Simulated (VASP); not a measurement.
Set up this calculation in VASP 6.6.1, as the native input.

```yaml
Task: single point
Functional: r2SCAN
Potentials_or_basis: VASP PAW PBE potentials, release 64 (Te, Pb_d)
Cutoff: 520 eV
k_mesh: 6 × 6 × 6
Occupations: fermi-dirac, width 0.02 eV
Spin: no spin polarisation
Dipole_correction: no
Further_INCAR_settings: ALGO = Normal; EDIFF = 1e-07; NBANDS = 17
```

The system is TePb.

```
Te Pb
1.0
     0.00000    3.26786    3.26786
     3.26786    0.00000    3.26786
     3.26786    3.26786    0.00000
Te Pb
1 1
Cartesian
  3.2679 3.2679 3.2679
  0.0000 0.0000 0.0000
```

The input as run:

POSCAR

```
TePb
1.0
    0.0000000000      3.2678555452      3.2678555452
    3.2678555452      0.0000000000      3.2678555452
    3.2678555452      3.2678555452      0.0000000000
Te Pb
1 1
Direct
    0.5000000000      0.5000000000      0.5000000000
    0.0000000000      0.0000000000      0.0000000000
```

INCAR.step1

```
  PREC = Accurate
  ENCUT = 520
  ISMEAR = -1
  SIGMA = 0.02
  LREAL = F
  LASPH = T
  NELM = 60
  NBANDS = 17
  GGA = PE
  ALGO = Normal
  EDIFF = 1E-4
  LWAVE = T
  LCHARG = F
```

INCAR.step2

```
  PREC = Accurate
  ENCUT = 520
  EDIFF = 1E-7
  ISMEAR = -1
  SIGMA = 0.02
  LREAL = F
  LASPH = T
  NELM = 60
  ALGO = Normal
  ISIF = 2
  LWAVE = F
  LCHARG = F
  METAGGA = R2SCAN
  LMIXTAU = T
  NBANDS = 17
  ISTART = 1
```

KPOINTS

```
Automatic mesh
0
Gamma
  6 6 6
```

Potentials or basis: VASP PAW PBE potentials, release 64 (Te, Pb_d).

Launch:

```sh
$ cat potpaw_PBE.64/Te/POTCAR potpaw_PBE.64/Pb_d/POTCAR > POTCAR
$ cp INCAR.step1 INCAR
$ mpirun -np 1 vasp_std > vasp.out
$ cp INCAR.step2 INCAR
$ mpirun -np 1 vasp_std > vasp.out
```

Results of the run:

```json
{"Pressure": "0.0 GPa", "Band gap on the k mesh": "1.09 eV"}
```

Caveat: the PAW data sets were made with another functional, which shifts forces and pressure a little; spin-orbit coupling is left out, which moves the levels of the heavy elements.

Wall time 44 s on 1 thread of Intel(R) Xeon(R) 6975P-C (Granite Rapids), with other jobs on the host, peak memory 0.21 GiB.
